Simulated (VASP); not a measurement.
# ScSnO4 (I4_1/a) in VASP: single point with r2SCAN

Aim: the single point of ScSnO4 with r2SCAN.

Program: VASP 6.6.1. These are calculated values, not measurements. Logs are shortened: lines on timing, memory, paths and dates and some standing lists are left out, and cuts for length are marked.

## Step 1: The cell of the first run

The structure is tetragonal, space group I4_1/a (No. 88). Conventional cell: a = 5.168 Å, b = 5.168 Å, c = 9.712 Å, α = 90.00°, β = 90.00°, γ = 90.00°. Sn (site symmetry -4) has 8 O at 2.00 to 2.43 Å within 2.7 Å. Within 2.8 Å of Sc (site symmetry -4) lie 8 O at 2.15 to 2.24 Å. O (site symmetry 1) has 2 Sn at 2.00 to 2.43 Å and 2 Sc at 2.15 to 2.24 Å and 6 O at 2.44 to 2.69 Å within 2.7 Å.

## Step 2: Single point, r2SCAN

POSCAR

```
ScSnO4
1.0
    0.0000000000      5.1679421467      0.0000000000
    5.1679421467      0.0000000000      0.0000000000
    2.5839710734      2.5839710734     -4.8558554328
Sn Sc O
2 2 8
Direct
    0.0000000000      0.0000000000      0.0000000000
    0.7500000000      0.2500000000      0.5000000000
    0.5000000000      0.5000000000      0.0000000000
    0.2500000000      0.7500000000      0.5000000000
    0.3231884769      0.3555202072      0.7980081010
    0.1055202072      0.1288034221      0.2980081010
    0.8788034221      0.8464716918      0.7980081010
    0.5964716918      0.5731884769      0.2980081010
    0.4268115231      0.8944797928      0.7019918990
    0.6444797928      0.1211965779      0.2019918990
    0.8711965779      0.4035283082      0.7019918990
    0.1535283082      0.6768115231      0.2019918990
```

INCAR.step1

```
PREC = Accurate ; ENCUT = 520
ISMEAR = 0 ; SIGMA = 0.0177
LREAL = F ; LASPH = T
NELM = 80 ; NBANDS = 61
GGA = PE ; ALGO = Normal
EDIFF = 1E-4 ; LWAVE = T
LCHARG = F
```

INCAR.step2

```
PREC = Accurate ; ENCUT = 520
EDIFF = 1E-6 ; ISMEAR = 0
SIGMA = 0.0177 ; LREAL = F
LASPH = T ; NELM = 80
ALGO = Normal ; ISIF = 2
LWAVE = F ; LCHARG = T
METAGGA = R2SCAN ; LMIXTAU = T
LELF = T ; LVHAR = T
NBANDS = 61 ; ISTART = 1
```

KPOINTS

```
Automatic mesh
0
Gamma
  4 4 4
```

Potentials or basis: VASP PAW PBE potentials, release 64 (Sn_d, Sc_sv, O).

Started as:

```sh
$ cat potpaw_PBE.64/Sn_d/POTCAR potpaw_PBE.64/Sc_sv/POTCAR potpaw_PBE.64/O/POTCAR > POTCAR
$ cp INCAR.step1 INCAR
$ mpirun -np 1 vasp_std > vasp.out
$ cp INCAR.step2 INCAR
$ mpirun -np 1 vasp_std > vasp.out
```

OUTCAR:

```text
PREC = Accurate
   ENCUT = 520
   EDIFF = 1E-6
   ISMEAR = 0
   LREAL = F
   LASPH = T
   NELM = 80
   ISIF = 2
   METAGGA = R2SCAN
   ISTART = 1

 ion  position               nearest neighbor table
   1  0.000  0.000  0.000-   5 2.00  10 2.00  12 2.00   7 2.00   8 2.43   9 2.43  11 2.43   6 2.43
                             2 3.55   4 3.55   2 3.55   4 3.55   2 3.55   4 3.55   2 3.55   4 3.55
   2  0.750  0.250  0.500-   9 2.00   6 2.00   8 2.00  11 2.00  12 2.43   5 2.43   7 2.43  10 2.43
                             3 3.55   1 3.55   3 3.55   1 3.55   1 3.55   3 3.55   1 3.55   3 3.55
   3  0.500  0.500  0.000-   7 2.15  10 2.15  12 2.15   5 2.15   6 2.24   9 2.24  11 2.24   8 2.24
                             2 3.55   2 3.55   2 3.55   2 3.55
   4  0.250  0.750  0.500-  11 2.15   6 2.15   8 2.15   9 2.15  10 2.24   5 2.24   7 2.24  12 2.24
                             1 3.55   1 3.55   1 3.55   1 3.55
   5  0.323  0.356  0.798-   1 2.00   3 2.15   4 2.24   2 2.43
   6  0.106  0.129  0.298-   2 2.00   4 2.15   3 2.24   1 2.43
   7  0.879  0.846  0.798-   1 2.00   3 2.15   4 2.24   2 2.43
   8  0.596  0.573  0.298-   2 2.00   4 2.15   3 2.24   1 2.43
   9  0.427  0.894  0.702-   2 2.00   4 2.15   3 2.24   1 2.43
  10  0.644  0.121  0.202-   1 2.00   3 2.15   4 2.24   2 2.43
  11  0.871  0.404  0.702-   2 2.00   4 2.15   3 2.24   1 2.43
  12  0.154  0.677  0.202-   1 2.00   3 2.15   4 2.24   2 2.43

  LATTYP: Found a body centered tetragonal cell.
 ALAT       =     5.1679421467
 C/A-ratio  =     1.8792220559

  Lattice vectors:

 A1 = (  -2.5839710734,   2.5839710733,   4.8558554328)
 A2 = (   2.5839710733,  -2.5839710734,   4.8558554328)
 A3 = (   2.5839710734,   2.5839710734,  -4.8558554328)

Analysis of symmetry for initial positions (statically):
=====================================================================
 Subroutine PRICEL returns:
 Original cell was already a primitive cell.

 Routine SETGRP: Setting up the symmetry group for a
 body centered tetragonal supercell.

 Subroutine GETGRP returns: Found  8 space group operations
 (whereof  4 operations were pure point group operations)
 out of a pool of 16 trial point group operations.

The static configuration has the point symmetry S_4 .
 The point group associated with its full space group is C_4h.

Analysis of symmetry for dynamics (positions and initial velocities):
=====================================================================
 Subroutine PRICEL returns:
 Original cell was already a primitive cell.

 Routine SETGRP: Setting up the symmetry group for a
 body centered tetragonal supercell.

 Subroutine GETGRP returns: Found  8 space group operations
 (whereof  4 operations were pure point group operations)
 out of a pool of 16 trial point group operations.

The dynamic configuration has the point symmetry S_4 .
 The point group associated with its full space group is C_4h.

 Subroutine INISYM returns: Found  8 space group operations
 (whereof  4 operations are pure point group operations),
 and found     1 'primitive' translations

----------------------------------------------------------------------------------------

                                     Primitive cell

  volume of cell :     129.6884

  direct lattice vectors                    reciprocal lattice vectors
     0.000000000  5.167942147  0.000000000     0.000000000  0.193500618  0.102968469
     5.167942147  0.000000000  0.000000000     0.193500618  0.000000000  0.102968469
     2.583971073  2.583971073 -4.855855433     0.000000000  0.000000000 -0.205936938

  length of vectors
     5.167942147  5.167942147  6.077264599     0.219191685  0.219191685  0.205936938

  position of ions in fractional coordinates (direct lattice)
     0.000000000  0.000000000  0.000000000
     0.750000000  0.250000000  0.500000000
     0.500000000  0.500000000  0.000000000
     0.250000000  0.750000000  0.500000000
     0.323188477  0.355520207  0.798008101
     0.105520207  0.128803422  0.298008101
     0.878803422  0.846471692  0.798008101
     0.596471692  0.573188477  0.298008101
     0.426811523  0.894479793  0.701991899
     0.644479793  0.121196578  0.201991899
     0.871196578  0.403528308  0.701991899
     0.153528308  0.676811523  0.201991899

  ion indices of the primitive-cell ions
   primitive index   ion index
                 1           1
[... 26 lines left out ...]

  Length of vectors
     0.054797921  0.054797921  0.051484235

  Shift w.r.t. Gamma in fractional coordinates (k-lattice)
     0.000000000  0.000000000  0.000000000

 Subroutine IBZKPT returns following result:
 ===========================================

 Found     14 irreducible k-points:

 Following reciprocal coordinates:
            Coordinates               Weight
  0.000000  0.000000  0.000000      1.000000
  0.250000  0.000000  0.000000      8.000000
  0.500000  0.000000  0.000000      4.000000
  0.250000  0.250000  0.000000      8.000000
  0.500000  0.250000  0.000000      8.000000
 -0.250000  0.500000  0.000000      8.000000
 -0.250000  0.250000  0.000000      4.000000
  0.500000  0.500000  0.000000      2.000000
  0.000000  0.000000  0.250000      2.000000
  0.500000  0.000000  0.250000      4.000000
 -0.250000  0.000000  0.250000      8.000000
  0.500000  0.500000  0.250000      2.000000
 -0.250000 -0.250000  0.250000      4.000000
  0.000000  0.000000  0.500000      1.000000
   k-points           NKPTS =     14   k-points in BZ     NKDIM =     14   number of bands    NBANDS=     61
   number of dos      NEDOS =    301   number of ions     NIONS =     12
   total plane-waves  NPLWV =  76800
   dimension x,y,z NGX =    40 NGY =   40 NGZ =   48
   dimension x,y,z NGXF=    80 NGYF=   80 NGZF=   96
   ions per type =               2   2   8
   NGX,Y,Z   is equivalent  to a cutoff of  12.87, 12.87, 13.13 a.u.
   NGXF,Y,Z  is equivalent  to a cutoff of  25.73, 25.73, 26.26 a.u.
 SYSTEM =  unknown system
   PREC   = accura    normal or accurate (medium, high low for compatibility)
   ISTART =      1    job   : 0-new  1-cont  2-samecut
   ICHARG =      0    charge: 1-file 2-atom 10-const
   ISPIN  =      1    spin polarized calculation?
   LNONCOLLINEAR =      F non collinear calculations
   LSORBIT =      F    spin-orbit coupling
   LASPH  =      T    aspherical Exc in radial PAW
   ENCUT  =  520.0 eV  38.22 Ry    6.18 a.u.   9.61  9.61 11.30*2*pi/ulx,y,z
   NELM   =     80;   NELMIN=  2; NELMDL=  0     # of ELM steps
   EDIFF  = 0.1E-05   stopping-criterion for ELM
   LREAL  =      F    real-space projection
   EDIFFG = 0.1E-04   stopping-criterion for IOM
   NSW    =      0    number of steps for IOM
   IBRION =     -1    ionic relax: 0-MD 1-quasi-New 2-CG
   NFREE  =      0    steps in history (QN), initial steepest desc. (CG)
   ISIF   =      2    stress and relaxation
   ISYM   =      2    0-nonsym 1-usesym 2-fastsym
   POTIM  = 0.5000    time-step for ionic-motion
   TEBEG  =    0.0;   TEEND  =   0.0 temperature during run
   PSTRESS=    0.0 pullay stress
   NELECT =      98.0000    total number of electrons
   NUPDOWN=      -1.0000    fix difference up-down
   EMIN   =  10.00;   EMAX   =-10.00  energy-range for DOS
   EFERMI =   0.00;   METHOD = LEGACY
   ISMEAR =     0;   SIGMA  =   0.02  broadening in eV -4-tet -1-fermi 0-gaus
   EFERMI_NEDOS =   21; number of points for ismear=-14 and -15
   IALGO  =     38    algorithm
   IMIX   =      4    mixing-type and parameters
     AMIX     =   0.40;   BMIX     =  1.00
     AMIX_MAG =   1.60;   BMIX_MAG =  1.00
  volume/ion in A,a.u.               =      10.81        72.93
  Fermi-wavevector in a.u.,A,eV,Ry     =   1.491133  2.817834 30.252268  2.223479
  Thomas-Fermi vector in A             =   2.603827
   LORBIT       =      0    0 simple, 1 ext, 2 COOP (PROOUT), +10 PAW based schemes
   METAGGA = R2SCAN    functional components
   LHFCALC =     F    Hartree Fock is set to
   AEXX    =    0.0000 exact exchange contribution
   IVDW    =     0    specifies the selected vdW correction
   LEPSILON=     F    determine dielectric tensor
   LRPA    =     F    only Hartree local field effects (RPA)
 non-spin polarized calculation
 Gauss-broadening in eV      SIGMA  =   0.02
  energy-cutoff  :      520.00
  volume of cell :      129.69
 maximum number of plane-waves:      3539
 NGX is ok and might be reduce to    40
   NGX = 19   NGY = 19   NGZ = 23

 number of electron      98.0000006 magnetization

 Free energy of the ion-electron system (eV)
  ---------------------------------------------------
  ext. energy  EPLUGINS =         0.00000000
  ---------------------------------------------------
  free energy    TOTEN  =      -146.85820409 eV

  energy without entropy =     -146.85697402  energy(sigma->0) =     -146.85758905

 E-fermi :   5.0872     XC(G=0): -12.3893

 val. band max:        5.0722737323   @ k =   0.5000   0.2500   0.0000
 cond. band min:       5.1020665040   @ k =  -0.2500   0.0000   0.2500
 fundamental gap:      0.0297927718
 Fermi energy:         5.0871714522

 k-point     1 :       0.0000    0.0000    0.0000
  band No.  band energies     occupation
      1     -44.3469      2.00000
      2     -44.3266      2.00000
      3     -22.1699      2.00000
      4     -22.1028      2.00000
      5     -22.1028      2.00000
      6     -22.0522      2.00000
[... 885 lines left out ...]
     60      12.1917      0.00000
     61      12.2176      0.00000

------------------------ aborting loop because EDIFF is reached ----------------------------------------

  FORCE on cell =-STRESS in cart. coord.  units (eV):
  Direction    XX          YY          ZZ          XY          YZ          ZX
  --------------------------------------------------------------------------------------
  -------------------------------------------------------------------------------------
  Total        5.3897890      5.3897890      5.0774003      0.0000030     -0.0000000     -0.0000000
  in kB       66.5857522     66.5857522     62.7264853      0.0000367     -0.0000000     -0.0000000
  external PRESSURE =      65.2993299 kB  Pullay stress =       0.0000000 kB

 VOLUME and BASIS-vectors are now :
 -----------------------------------------------------------------------------
  energy-cutoff  :      520.00
  volume of cell :      129.69
      direct lattice vectors                 reciprocal lattice vectors
     0.000000000  5.167942147  0.000000000     0.000000000  0.193500618  0.102968469
     5.167942147  0.000000000  0.000000000     0.193500618  0.000000000  0.102968469
     2.583971073  2.583971073 -4.855855433     0.000000000  0.000000000 -0.205936938

 POSITION                                       TOTAL-FORCE (eV/Angst)
 -----------------------------------------------------------------------------------
      0.00000      0.00000      0.00000        -0.000000     -0.000000      0.000000
      2.58397      5.16794     -2.42793        -0.000000     -0.000000      0.000000
      2.58397      2.58397      0.00000        -0.000000     -0.000000      0.000000
      5.16794      2.58397     -2.42793        -0.000000     -0.000000      0.000000
      3.89934      3.73225     -3.87501         0.007374      0.020047      0.033982
      1.43569      1.31537     -1.44708        -0.020047      0.007374      0.033982
      6.43655      6.60364     -3.87501        -0.007374     -0.020047      0.033982
      3.73225      3.85258     -1.44708         0.020047     -0.007374      0.033982
      6.43655      4.01966     -3.40877        -0.007374     -0.020047     -0.033982
      1.14828      3.85258     -0.98084         0.020047     -0.007374     -0.033982
      3.89934      6.31622     -3.40877         0.007374      0.020047     -0.033982
      4.01966      1.31537     -0.98084        -0.020047      0.007374     -0.033982
 -----------------------------------------------------------------------------------
    total drift:                               -0.000000     -0.000000      0.000000

  FREE ENERGIE OF THE ION-ELECTRON SYSTEM (eV)
  ---------------------------------------------------
  free  energy   TOTEN  =      -146.8582040873 eV

  energy  without entropy=     -146.8569740203  energy(sigma->0) =     -146.85758905
```

Wall time 17 min (1 thread of Oxide Virtual Turin-like, shared host); peak memory 0.31 GiB.

Results:

```yaml
Free_energy: -146.8582 eV
Pressure: 6.5 GPa
Largest_force: 0.040 eV/Å
Band_gap_on_the_k_mesh: zero (band 49 reaches 5.35 eV, above the bottom of band 50 at 4.67 eV)
```

Forces in eV/Å, atoms in the order of the input:
```
Sn   0.000  0.000  0.000
Sn   0.000  0.000  0.000
Sc   0.000  0.000  0.000
Sc   0.000  0.000  0.000
O    0.007  0.020  0.034
O   -0.020  0.007  0.034
O   -0.007 -0.020  0.034
O    0.020 -0.007  0.034
O   -0.007 -0.020 -0.034
O    0.020 -0.007 -0.034
O    0.007  0.020 -0.034
O   -0.020  0.007 -0.034
```

Stress tensor (GPa, compression positive):
```
6.66 0.00 0.00
0.00 6.66 0.00
0.00 0.00 6.27
```

Levels at points of the mesh, in eV from the Fermi level:
```csv
k point,band 45,band 46,band 47,band 48,band 49,band 50,band 51,band 52,band 53,band 54
"(0.00, 0.00, 0.00)",-0.75,-0.66,-0.62,-0.62,0.26,0.32,3.72,4.42,5.24,5.78
"(0.50, 0.00, 0.00)",-0.77,-0.75,-0.62,-0.60,-0.48,-0.18,4.93,4.98,5.34,5.58
"(0.50, 0.50, 0.00)",-1.69,-1.69,-1.48,-1.48,0.24,0.24,5.44,5.44,5.56,5.56
"(0.00, 0.00, 0.50)",-0.76,-0.76,-0.63,-0.63,0.14,0.14,4.20,4.20,5.65,5.65
```

Caveat: the PAW data sets were made with another functional, which shifts forces and pressure a little; spin-orbit coupling is left out, which moves the levels of the heavy elements.
